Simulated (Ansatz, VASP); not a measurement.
**Ta in VASP and in Ansatz**

```xyz
1
Lattice="-1.5621 1.5621 1.7605 1.5621 -1.5621 1.7605 1.5621 1.5621 -1.7605" Properties=species:S:1:pos:R:3 pbc="T T T"
Ta    0.0000    0.0000    0.0000
```

Alike in both runs: task single point; functional PBE; k mesh 20 × 20 × 20; occupations gaussian, width 0.15 eV; no spin polarisation.

|  | VASP | Ansatz |
| --- | --- | --- |
| version | VASP 6.6.1 | Ansatz 0.2.0 |
| potentials or method | VASP PAW PBE potentials, release 64 (Ta_pv), cutoff 520 eV | scalar-relativistic, plane waves, PAW |
| valence electrons in the cell | 11 | 13 |

```tsv
	VASP	Ansatz	Ansatz less VASP
gap on the k mesh at the Fermi level (eV)	none	none	-
pressure (GPa)	15.1	14.9	-0.20
traceless stress, the component that is largest in VASP (GPa)	-9.05	-9.05	+0.004
```

A gap of «none» marks a metal or a gap that the smearing closes. VASP's potentials hold 11 valence electrons a cell and Ansatz's 13, so a difference there can come from the potentials and not from the codes.

Neither program's run includes spin-orbit coupling.
